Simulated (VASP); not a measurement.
BaP: single point with PBE

The system is BaP.

```
Ba P
1.0
     5.60125    0.00000    0.00000
    -2.80063    4.85083    0.00000
     0.00000    0.00000    6.14624
Ba P
2 2
Direct
  0.33333 0.66667 0.00000
  0.66667 0.33333 0.00000
  0.33333 0.66667 0.50000
  0.66667 0.33333 0.50000
```

The cell was built from a structure type or drawn by symmetry, and may not be a known phase.

* Program: VASP 6.6.1
* Task: single point
* Functional: PBE
* Potentials or basis: VASP PAW PBE potentials, release 64 (Ba_sv, P)
* Cutoff: 520 eV
* k mesh: 6 × 6 × 4
* Occupations: gaussian, width 0.1 eV
* Spin: no spin polarisation

The pressure is 0.6 GPa and the band gap on the k mesh is zero (bands 15 and 16 overlap by 1.16 eV).

Stress tensor (GPa, compression positive):
```
0.35 0.00 0.00
0.00 0.35 0.00
0.00 0.00 1.02
```

Levels at points of the mesh, in eV from the Fermi level:
```csv
k point,band 12,band 13,band 14,band 15,band 16,band 17,band 18,band 19
"(0.00, 0.00, 0.00)",-1.87,-1.13,-0.71,0.43,0.43,0.52,1.04,1.04
"(0.50, 0.00, 0.00)",-1.59,-0.70,-0.36,-0.22,0.57,0.58,0.77,1.31
"(0.00, 0.00, 0.50)",-2.25,-2.25,-1.10,-0.56,0.25,0.25,1.96,1.96
"(0.50, 0.00, 0.50)",-2.37,-1.91,-1.81,-0.32,0.34,0.80,1.36,1.65
```

Run time: 78 s on 1 thread of Intel(R) Xeon(R) Platinum 8488C (Sapphire Rapids) (shared host), peak memory 0.3 GiB.

Caveat: spin-orbit coupling is left out, which moves the levels of the heavy elements.
